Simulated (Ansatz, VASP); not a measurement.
## MgS: VASP beside Ansatz

```
Mg S
1.0
     4.02863    0.00000    0.00000
    -2.01431    3.48889    0.00000
     0.00000    0.00000    6.45439
Mg S
2 2
Direct
  0.33333 0.66667 0.99713
  0.66667 0.33333 0.49713
  0.33333 0.66667 0.37787
  0.66667 0.33333 0.87787
```

Alike in both runs: task single point; functional r2SCAN; k mesh 12 × 12 × 4; no spin polarisation.

|  | VASP | Ansatz |
| --- | --- | --- |
| version | VASP 6.6.1 | Ansatz 0.2.0 |
| potentials or method | VASP PAW PBE potentials, release 64 (Mg, S) | plane waves, PAW |
| plane-wave cutoff (eV) | 520 | 500 |
| occupations | gaussian, width 0.01 eV | fixed |
| valence electrons in the cell | 16 | 32 |

Ansatz gave:

```
gap on the k mesh at the Fermi level (eV) : 4.15
pressure (GPa)                            : 0.0
```

What did VASP give for the same quantities?

gap on the k mesh at the Fermi level (eV): 4.13; pressure (GPa): -0.3.

VASP's potentials were made for PBE, not for r2SCAN. VASP's potentials hold 16 valence electrons a cell and Ansatz's 32, so a difference there can come from the potentials and not from the codes.
